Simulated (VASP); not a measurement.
Crystal: GaB3As4.

```
B As Ga
1.0
     5.05516    0.00000    0.00000
     0.00000    5.05516    0.00000
     0.00000    0.00000    5.05516
B As Ga
3 4 1
Cartesian
  2.5276 0.0000 0.0000
  0.0000 2.5276 0.0000
  0.0000 0.0000 2.5276
  3.8744 1.1807 1.1807
  1.1807 3.8744 1.1807
  1.1807 1.1807 3.8744
  3.8744 3.8744 3.8744
  2.5276 2.5276 2.5276
```

| Property | Result |
| --- | --- |
| Program | VASP 6.6.1 |
| Task | relaxation of cell and atoms |
| Functional | r2SCAN |
| Potentials or basis | VASP PAW PBE potentials, release 64 (B, As, Ga_d) |
| Cutoff | 600 eV |
| k mesh | 4 × 4 × 4 |
| Occupations | fermi-dirac, width 0.02 eV |
| Spin | no spin polarisation |

At the start: pressure -2.2 GPa; volume 16.15 Å³/atom.

**Question.** How do energy, volume and symmetry change on relaxing?

**Answer.** Over 6 steps the energy falls by 2.6 meV/atom and the volume is 15.84 Å³/atom (-1.9 %); space group P-43m (No. 215, to 0.05 Å).

The path:
| step | energy change (eV) | largest force (eV/Å) | pressure (GPa) | volume (Å³) |
| --- | --- | --- | --- | --- |
| 1 | 0.0000 | 0.2149 | -2.22 | 129.18 |
| 2 | -0.0112 | 0.1388 | 1.65 | 125.04 |
| 3 | -0.0205 | 0.0082 | 0.02 | 126.68 |
| 4 | -0.0205 | 0.0125 | -0.02 | 126.73 |
| 5 | -0.0205 | 0.0016 | -0.06 | 126.75 |
| 6 | -0.0205 | 0.0046 | -0.04 | 126.74 |

Final structure:
```cif
data_structure
_symmetry_space_group_name_H-M 'P 1'
_symmetry_Int_Tables_number 1
_cell_length_a 5.0231
_cell_length_b 5.0231
_cell_length_c 5.0231
_cell_angle_alpha 90.000
_cell_angle_beta 90.000
_cell_angle_gamma 90.000
_cell_volume 126.74
loop_
_atom_site_label
_atom_site_type_symbol
_atom_site_fract_x
_atom_site_fract_y
_atom_site_fract_z
_atom_site_occupancy
B1 B 0.50000 0.00000 0.00000 1
B2 B 0.00000 0.50000 0.00000 1
B3 B 0.00000 0.00000 0.50000 1
As1 As 0.76570 0.23430 0.23430 1
As2 As 0.23430 0.76570 0.23430 1
As3 As 0.23430 0.23430 0.76570 1
As4 As 0.76570 0.76570 0.76570 1
Ga1 Ga 0.50000 0.50000 0.50000 1
```

Caveat: the PAW data sets were made with another functional, which shifts forces and pressure a little.
